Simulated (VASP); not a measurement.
Input of a VASP 6.6.1 run:

The input INCAR:

```
  PREC = Accurate
  ENCUT = 600
  EDIFF = 1E-6
  ISMEAR = -1
  SIGMA = 0.08
  LREAL = F
  LASPH = T
  NELM = 60
  ALGO = Normal
  ISIF = 4
  LWAVE = F
  LCHARG = F
  GGA = PE
  IBRION = 2
  NSW = 50
  EDIFFG = -0.005
```

File KPOINTS:

```
Automatic mesh
0
Gamma
  11 11 6
```

File POSCAR:

```
AlRu
1.0
    2.6864203055      0.0000000000      0.0000000000
   -1.3432101528      2.3265082298      0.0000000000
    0.0000000000      0.0000000000      7.2340586031
Ru Al
2 2
Direct
    0.0000000000      0.0000000000      0.0000000000
    0.0000000000      0.0000000000      0.5000000000
    0.3333333333      0.6666666667      0.2500000000
    0.6666666667      0.3333333333      0.7500000000
```

Potentials or basis: VASP PAW PBE potentials, release 64 (Ru_pv, Al).

Launch:

```console
$ cat potpaw_PBE.64/Ru_pv/POTCAR potpaw_PBE.64/Al/POTCAR > POTCAR
$ mpirun -np 1 vasp_std > vasp.out
```

Estimate the band gap on the k mesh.

zero (bands 17 and 18 overlap by 3.14 eV).

The path:
```tsv
step	energy change (eV)	largest force (eV/Å)	pressure (GPa)	volume (Å³)
1	0.0000	0.0000	69.68	45.21
2	-0.0143	0.0000	69.35	45.21
3	-0.0144	0.0000	69.34	45.21
```
